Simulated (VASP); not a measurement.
A run of VASP 6.6.1 is set up as follows.

INCAR

```
SYSTEM = H4C19
  PREC = Accurate
  ENCUT = 520
  EDIFF = 1E-6
  ISMEAR = -1
  SIGMA = 0.05
  LREAL = Auto
  LASPH = .True.
  NELM = 60
  ALGO = Normal
  ISIF = 2
  LWAVE = .False.
  LCHARG = .True.
  GGA = PS
  LELF = .True.
  LVHAR = .True.
  NBANDS = 57
```

File KPOINTS:

```
regular mesh
0
Gamma
  2 2 1
  0 0 0
```

POSCAR

```
H4C19
1.0
    7.3980000000      0.0000000000      0.0000000000
   -3.6990000000      6.4068560000      0.0000000000
    0.0000000000      0.0000000000     12.0000000000
C H
19 4
Direct
   -0.0116265435      0.0064306112      0.0435083333
    0.2167913083      0.1176864284      0.0474333333
   -0.0056543026      0.3429763366      0.0520666667
    0.2261801512      0.4581186154      0.0548750000
    0.0070172011      0.6864053133      0.0507750000
    0.2201532390      0.7860485705      0.0470583333
    0.3248566596      0.0046200508      0.0563916667
    0.5540826702      0.1179517692      0.0547250000
    0.3274599142      0.3409160437      0.0508583333
    0.5452347130      0.4511885393      0.0497333333
    0.3411056432      0.6743713297      0.0604666667
    0.5568172484      0.7867353348      0.0489833333
    0.6601120124      0.0073827163      0.0462333333
    0.8800936615      0.1202305780      0.0430083333
    0.6615735222      0.3477212536      0.0524916667
    0.8824262216      0.4485507400      0.0542166667
    0.6559310637      0.6749332278      0.0429916667
    0.8836712154      0.7798052586      0.0481750000
    0.5190466127      0.4859169615      0.4490750000
    0.6189043899      0.4303202694      0.4865583333
    0.6050928891      0.5973444697      0.3824833333
    0.3831406068      0.3461136008      0.4336333333
    0.5091148091      0.5791920405      0.5149166667
```

Potentials or basis: VASP PAW PBE potentials, release 64 (C, H).

Run with:

```console
$ cat potpaw_PBE.64/C/POTCAR potpaw_PBE.64/H/POTCAR > POTCAR
$ mpirun -np 1 vasp_std > vasp.out
```

Predict the band gap on the k mesh.

0.17 eV, direct.

Predict the largest force.

4.636 eV/Å.

Forces in eV/Å, atoms in the order of the input:
```
C    2.210 -0.475  0.255
C   -1.240 -0.979  0.510
C    0.725 -0.168 -0.200
C   -1.480 -1.637  0.090
C   -1.462 -4.399 -0.094
C    1.859  0.412  1.744
C    0.934  1.333 -1.173
C   -2.202  1.296 -0.135
C    0.220 -0.286 -0.045
C    0.238  1.202 -0.197
C   -3.309  0.664 -1.503
C   -1.447  0.333  0.149
C    0.640  1.220  0.272
C    0.649  0.331  0.351
C    1.610 -2.630  0.162
C   -0.183  2.703 -0.339
C    3.589 -1.584  0.910
C   -1.349  2.663 -0.750
C    2.296  1.521  1.021
H    0.302  0.269 -0.228
H   -0.107 -0.480 -0.493
H   -1.655 -1.492 -0.922
H   -0.837  0.182  0.615
```

Caveat: the k points lie up to 0.49 Å⁻¹ apart; the PAW data sets were made with another functional, which shifts forces and pressure a little.
